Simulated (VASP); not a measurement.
# As (Pm-3m) in VASP: settings compared

Aim: see how the results for As move with the level of theory and the settings. Levels: r2SCAN, HSE06, r2SCAN50. Tasks: single point.

Everything below comes from runs of VASP 6.6.1. Logs are shortened: lines on timing, memory, paths and dates and some standing lists are left out, and cuts for length are marked.

**1. The cell of the first run**

Symmetry: Pm-3m, No. 221, cubic system. The conventional cell has a = 2.686 Å, b = 2.686 Å, c = 2.686 Å, α = 90.00°, β = 90.00°, γ = 90.00°. Within 3.5 Å of As (site symmetry m-3m) lie 6 As at 2.69 Å.

This isn't the form of As at room conditions, which is rhombohedral.

**2. Single point, r2SCAN (19.37 Å³/atom)**

POSCAR reads:

```
As
1.0
    2.6855356826      0.0000000000      0.0000000000
    0.0000000000      2.6855356826      0.0000000000
    0.0000000000      0.0000000000      2.6855356826
As
1
Direct
    0.5000000000      0.5000000000      0.5000000000
```

INCAR.step1 reads:

```
SYSTEM = As
PREC = Accurate
ENCUT = 550
ISMEAR = -1
SIGMA = 0.05
LREAL = .FALSE.
LASPH = .TRUE.
NELM = 120
NBANDS = 8
GGA = PE
ALGO = Normal
EDIFF = 1E-5
LWAVE = .TRUE.
LCHARG = .FALSE.
GGA_COMPAT = .FALSE.
```

INCAR.step2 reads:

```
SYSTEM = As
PREC = Accurate
ENCUT = 550
EDIFF = 1E-6
ISMEAR = -1
SIGMA = 0.05
LREAL = .FALSE.
LASPH = .TRUE.
NELM = 120
ALGO = Normal
ISIF = 2
LWAVE = .FALSE.
LCHARG = .TRUE.
METAGGA = R2SCAN
LMIXTAU = .TRUE.
LELF = .TRUE.
LVHAR = .TRUE.
NBANDS = 8
ISTART = 1
GGA_COMPAT = .FALSE.
```

KPOINTS reads:

```
regular mesh
0
G
  10 10 10
  0 0 0
```

Potentials or basis: VASP PAW PBE potentials, release 64 (As).

Run with:

```bash
cat potpaw_PBE.64/As/POTCAR > POTCAR
cp INCAR.step1 INCAR
mpirun -np 1 vasp_std > vasp.out
cp INCAR.step2 INCAR
mpirun -np 1 vasp_std > vasp.out
```

OUTCAR:

```text
SYSTEM = As
   PREC = Accurate
   ENCUT = 550
   EDIFF = 1E-6
   ISMEAR = -1
   LREAL = .FALSE.
   LASPH = .TRUE.
   NELM = 120
   ISIF = 2
   METAGGA = R2SCAN
   ISTART = 1

 ion  position               nearest neighbor table
   1  0.500  0.500  0.500-

  LATTYP: Found a simple cubic cell.
 ALAT       =     2.6855356826

  Lattice vectors:

 A1 = (   2.6855356826,   0.0000000000,   0.0000000000)
 A2 = (   0.0000000000,   2.6855356826,   0.0000000000)
 A3 = (   0.0000000000,   0.0000000000,   2.6855356826)

Analysis of symmetry for initial positions (statically):
=====================================================================
 Subroutine PRICEL returns:
 Original cell was already a primitive cell.

 Routine SETGRP: Setting up the symmetry group for a
 simple cubic supercell.

 Subroutine GETGRP returns: Found 48 space group operations
 (whereof 48 operations were pure point group operations)
 out of a pool of 48 trial point group operations.

The static configuration has the point symmetry O_h .

Analysis of symmetry for dynamics (positions and initial velocities):
=====================================================================
 Subroutine PRICEL returns:
 Original cell was already a primitive cell.

 Routine SETGRP: Setting up the symmetry group for a
 simple cubic supercell.

 Subroutine GETGRP returns: Found 48 space group operations
 (whereof 48 operations were pure point group operations)
 out of a pool of 48 trial point group operations.

The dynamic configuration has the point symmetry O_h .

 Subroutine INISYM returns: Found 48 space group operations
 (whereof 48 operations are pure point group operations),
 and found     1 'primitive' translations

----------------------------------------------------------------------------------------

                                     Primitive cell

  volume of cell :      19.3684

  direct lattice vectors                    reciprocal lattice vectors
     2.685535683  0.000000000  0.000000000     0.372365188  0.000000000  0.000000000
     0.000000000  2.685535683  0.000000000     0.000000000  0.372365188  0.000000000
     0.000000000  0.000000000  2.685535683     0.000000000  0.000000000  0.372365188

  length of vectors
     2.685535683  2.685535683  2.685535683     0.372365188  0.372365188  0.372365188

  position of ions in fractional coordinates (direct lattice)
     0.500000000  0.500000000  0.500000000

  ion indices of the primitive-cell ions
   primitive index   ion index
                 1           1

----------------------------------------------------------------------------------------

 KPOINTS: regular mesh

Automatic generation of k-mesh.
 Grid dimensions read from file:
 generate k-points for:   10   10   10

 Generating k-lattice:

  Cartesian coordinates                     Fractional coordinates (reciprocal lattice)
     0.037236519  0.000000000  0.000000000     0.100000000  0.000000000  0.000000000
     0.000000000  0.037236519  0.000000000     0.000000000  0.100000000  0.000000000
     0.000000000  0.000000000  0.037236519     0.000000000  0.000000000  0.100000000

  Length of vectors
     0.037236519  0.037236519  0.037236519

  Shift w.r.t. Gamma in fractional coordinates (k-lattice)
     0.000000000  0.000000000  0.000000000

 Subroutine IBZKPT returns following result:
 ===========================================

 Found     56 irreducible k-points:

 Following reciprocal coordinates:
            Coordinates               Weight
  0.000000  0.000000  0.000000      1.000000
  0.100000  0.000000  0.000000      6.000000
  0.200000  0.000000  0.000000      6.000000
  0.300000  0.000000  0.000000      6.000000
  0.400000  0.000000  0.000000      6.000000
  0.500000  0.000000  0.000000      3.000000
[... 16 lines left out ...]
  0.200000  0.100000  0.100000     24.000000
  0.300000  0.100000  0.100000     24.000000
 [... further k-points ...]
   k-points           NKPTS =     56   k-points in BZ     NKDIM =     56   number of bands    NBANDS=      8
   number of dos      NEDOS =    301   number of ions     NIONS =      1
   total plane-waves  NPLWV =  13824
   dimension x,y,z NGX =    24 NGY =   24 NGZ =   24
   dimension x,y,z NGXF=    48 NGYF=   48 NGZF=   48
   ions per type =               1
   NGX,Y,Z   is equivalent  to a cutoff of  14.86, 14.86, 14.86 a.u.
   NGXF,Y,Z  is equivalent  to a cutoff of  29.71, 29.71, 29.71 a.u.
 SYSTEM =  As
   PREC   = accura    normal or accurate (medium, high low for compatibility)
   ISTART =      1    job   : 0-new  1-cont  2-samecut
   ICHARG =      0    charge: 1-file 2-atom 10-const
   ISPIN  =      1    spin polarized calculation?
   LNONCOLLINEAR =      F non collinear calculations
   LSORBIT =      F    spin-orbit coupling
   LASPH  =      T    aspherical Exc in radial PAW
   ENCUT  =  550.0 eV  40.42 Ry    6.36 a.u.   5.14  5.14  5.14*2*pi/ulx,y,z
   NELM   =    120;   NELMIN=  2; NELMDL=  0     # of ELM steps
   EDIFF  = 0.1E-05   stopping-criterion for ELM
   LREAL  =      F    real-space projection
   EDIFFG = 0.1E-04   stopping-criterion for IOM
   NSW    =      0    number of steps for IOM
   IBRION =     -1    ionic relax: 0-MD 1-quasi-New 2-CG
   NFREE  =      0    steps in history (QN), initial steepest desc. (CG)
   ISIF   =      2    stress and relaxation
   ISYM   =      2    0-nonsym 1-usesym 2-fastsym
   POTIM  = 0.5000    time-step for ionic-motion
   TEBEG  =    0.0;   TEEND  =   0.0 temperature during run
   PSTRESS=    0.0 pullay stress
   NELECT =       5.0000    total number of electrons
   NUPDOWN=      -1.0000    fix difference up-down
   EMIN   =  10.00;   EMAX   =-10.00  energy-range for DOS
   EFERMI =   0.00;   METHOD = LEGACY
   ISMEAR =    -1;   SIGMA  =   0.05  broadening in eV -4-tet -1-fermi 0-gaus
   EFERMI_NEDOS =   21; number of points for ismear=-14 and -15
   IALGO  =     38    algorithm
   IMIX   =      4    mixing-type and parameters
     AMIX     =   0.40;   BMIX     =  1.00
     AMIX_MAG =   1.60;   BMIX_MAG =  1.00
  volume/ion in A,a.u.               =      19.37       130.70
  Fermi-wavevector in a.u.,A,eV,Ry     =   1.042399  1.969848 14.784026  1.086595
  Thomas-Fermi vector in A             =   2.177062
   LORBIT       =      0    0 simple, 1 ext, 2 COOP (PROOUT), +10 PAW based schemes
   METAGGA = R2SCAN    functional components
   LHFCALC =     F    Hartree Fock is set to
   AEXX    =    0.0000 exact exchange contribution
   IVDW    =     0    specifies the selected vdW correction
   LEPSILON=     F    determine dielectric tensor
   LRPA    =     F    only Hartree local field effects (RPA)
 non-spin polarized calculation
  energy-cutoff  :      550.00
  volume of cell :       19.37
 maximum number of plane-waves:       587
 NGX is ok and might be reduce to    24
   NGX = 11   NGY = 11   NGZ = 11

 number of electron       5.0000000 magnetization

 Free energy of the ion-electron system (eV)
  ---------------------------------------------------
  ext. energy  EPLUGINS =         0.00000000
  ---------------------------------------------------
  free energy    TOTEN  =       -14.57182444 eV

  energy without entropy =      -14.57003519  energy(sigma->0) =      -14.57092982

 E-fermi :   6.0334     XC(G=0): -11.0092

 val. band max:        5.7725471182   @ k =   0.5000   0.3000   0.3000
 cond. band min:       6.0590244604   @ k =   0.2000   0.2000   0.2000
 fundamental gap:      0.2864773422
 Fermi energy:         6.0334304145

 k-point     1 :       0.0000    0.0000    0.0000
  band No.  band energies     occupation
      1      -9.8454      2.00000
      2      10.4649      0.00000
      3      10.4649      0.00000
      4      10.4649      0.00000
      5      14.9474      0.00000
      6      14.9474      0.00000
      7      17.8378      0.00000
      8      32.2949      0.00000

 k-point     2 :       0.1000    0.0000    0.0000
  band No.  band energies     occupation
      1      -9.6485      2.00000
      2       8.2802      0.00000
      3      10.6399      0.00000
      4      10.6399      0.00000
      5      15.1193      0.00000
      6      16.4557      0.00000
      7      19.0247      0.00000
      8      29.9074      0.00000

 k-point     3 :       0.2000    0.0000    0.0000
  band No.  band energies     occupation
      1      -9.0679      2.00000
      2       5.0119      2.00000
      3      11.1399      0.00000
      4      11.1399      0.00000
      5      15.6208      0.00000
      6      17.5368      0.00000
      7      22.6052      0.00000
      8      26.8362      0.00000

 k-point     4 :       0.3000    0.0000    0.0000
  band No.  band energies     occupation
      1      -8.1501      2.00000
      2       2.0208      2.00000
      3      11.8738      0.00000
      4      11.8738      0.00000
      5      16.3919      0.00000
      6      18.5901      0.00000
      7      24.2002      0.00000
      8      24.2002      0.00000

 k-point     5 :       0.4000    0.0000    0.0000
  band No.  band energies     occupation
      1      -7.0662      2.00000
      2      -0.3407      2.00000
      3      12.6199      0.00000
      4      12.6199      0.00000
      5      17.2460      0.00000
      6      19.9435      0.00000
      7      22.3011      0.00000
      8      22.3011      0.00000
[... 177 lines left out ...]
 k-point    22 :       0.1000    0.1000    0.1000
  band No.  band energies     occupation
      1      -9.2546      2.00000
      2       8.4142      0.00000
      3       8.4142      0.00000
      4       9.1688      0.00000
      5      18.0722      0.00000
      6      18.0722      0.00000
      7      19.9489      0.00000
      8      27.5544      0.00000

 k-point    23 :       0.2000    0.1000    0.1000
  band No.  band energies     occupation
      1      -8.6738      2.00000
      2       5.3561      2.00000
      3       8.9195      0.00000
      4       9.5203      0.00000
      5      18.5605      0.00000
      6      19.5880      0.00000
      7      22.3256      0.00000
      8      24.3422      0.00000

 k-point    24 :       0.3000    0.1000    0.1000
  band No.  band energies     occupation
      1      -7.7553      2.00000
      2       2.3838      2.00000
      3       9.6689      0.00000
      4      10.3291      0.00000
      5      19.2920      0.00000
      6      19.5497      0.00000
      7      21.6267      0.00000
      8      22.6403      0.00000

 [... further k-points ...]

------------------------ aborting loop because EDIFF is reached ----------------------------------------

  FORCE on cell =-STRESS in cart. coord.  units (eV):
  Direction    XX          YY          ZZ          XY          YZ          ZX
  --------------------------------------------------------------------------------------
  -------------------------------------------------------------------------------------
  Total        0.2063187      0.2063187      0.2063187      0.0000000      0.0000000     -0.0000000
  in kB       17.0669715     17.0669715     17.0669715      0.0000000      0.0000000     -0.0000000
  external PRESSURE =      17.0669715 kB  Pullay stress =       0.0000000 kB

 VOLUME and BASIS-vectors are now :
 -----------------------------------------------------------------------------
  energy-cutoff  :      550.00
  volume of cell :       19.37
      direct lattice vectors                 reciprocal lattice vectors
     2.685535683  0.000000000  0.000000000     0.372365188  0.000000000  0.000000000
     0.000000000  2.685535683  0.000000000     0.000000000  0.372365188  0.000000000
     0.000000000  0.000000000  2.685535683     0.000000000  0.000000000  0.372365188

 POSITION                                       TOTAL-FORCE (eV/Angst)
 -----------------------------------------------------------------------------------
      1.34277      1.34277      1.34277         0.000000      0.000000      0.000000
 -----------------------------------------------------------------------------------
    total drift:                                0.000000     -0.000000     -0.000000

  FREE ENERGIE OF THE ION-ELECTRON SYSTEM (eV)
  ---------------------------------------------------
  free  energy   TOTEN  =       -14.5718244374 eV

  energy  without entropy=      -14.5700351944  energy(sigma->0) =      -14.57092982
```

It took 51 s on 1 thread of Intel Xeon Platinum 8259CL at 2.50GHz (Skylake/Cascade Lake), shared host; peak memory 0.14 GiB.

Results:

* Free energy: -14.5718 eV
* Pressure: 1.7 GPa
* Band gap on the k mesh: zero (an odd number of electrons rules out a gap without spin polarisation)

Levels at points of the mesh, in eV from the Fermi level:
| k point | band 1 | band 2 | band 3 | band 4 | band 5 |
| --- | --- | --- | --- | --- | --- |
| (0.00, 0.00, 0.00) | -15.88 | 4.43 | 4.43 | 4.43 | 8.91 |
| (0.50, 0.00, 0.00) | -12.49 | -7.42 | 6.93 | 6.93 | 11.65 |
| (0.50, 0.50, 0.00) | -8.87 | -4.65 | -4.65 | 2.80 | 9.33 |
| (0.50, 0.50, 0.50) | -4.77 | -2.08 | -2.08 | -2.08 | 6.33 |

Caveat: the PAW data sets were made with another functional, which shifts forces and pressure a little; an odd number of electrons without spin polarisation forces a metal; a magnetic or distorted state may lie lower.

[end of part 1 of 2]

The gap in the log of VASP goes by the Fermi energy; the results here count the filled bands.